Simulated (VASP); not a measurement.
## Ni: single point with PBE

Ni:

```
Ni
1.0
     2.33346    0.00000    0.00000
    -1.16673    2.02084    0.00000
     0.00000    0.00000    2.26294
Ni
1
Direct
  0.00000 0.00000 0.00000
```

This cell differs from its parent crystal: volume scaled by 0.9.

```
Program                : VASP 6.6.1
Task                   : single point
Functional             : PBE
Potentials or basis    : VASP PAW PBE potentials, release 64 (Ni_sv_GW)
Cutoff                 : 590 eV
k mesh                 : 18 × 18 × 17
Occupations            : fermi-dirac, width 0.1 eV
Spin                   : collinear spin, ferromagnetic start
Starting moments       : [1.0] μB
Dipole correction      : no
Second run             : valence_matched
Further INCAR settings : ALGO = Normal; EDIFF = 1e-06; NBANDS = 19
```

```
Pressure                                              : 17.1 GPa
Net moment                                            : 0.15 μB per cell
Site moments                                          : Ni +0.16 μB
Valence electrons inside the program's atomic spheres : Ni 16.45
```

Stress tensor (GPa, compression positive):
```
17.06  0.00  0.00
 0.00 17.06  0.00
 0.00  0.00 17.28
```

Levels at points of the mesh, in eV from the Fermi level:
Spin up:
| k point | band 7 | band 8 | band 9 | band 10 | band 11 | band 12 |
| --- | --- | --- | --- | --- | --- | --- |
| (0.00, 0.00, 0.00) | -2.13 | -2.13 | 0.01 | 0.01 | 19.85 | 24.32 |
| (0.50, 0.00, 0.00) | -1.32 | -0.33 | -0.26 | 0.17 | 6.14 | 18.12 |
Spin down:
```
           k point  band 6  band 7  band 8  band 9  band 10  band 11  band 12  band 13
(0.00, 0.00, 0.00)   -3.81   -1.98   -1.98    0.20     0.20    19.86    24.29    25.17
(0.50, 0.00, 0.00)   -3.14   -1.15   -0.34   -0.07     0.35     6.23    18.13    24.02
```

It took 2.8 min on 1 thread of Intel(R) Xeon(R) Platinum 8375C CPU @ 2.90GHz (Ice Lake) (shared host), peak memory 0.25 GiB.
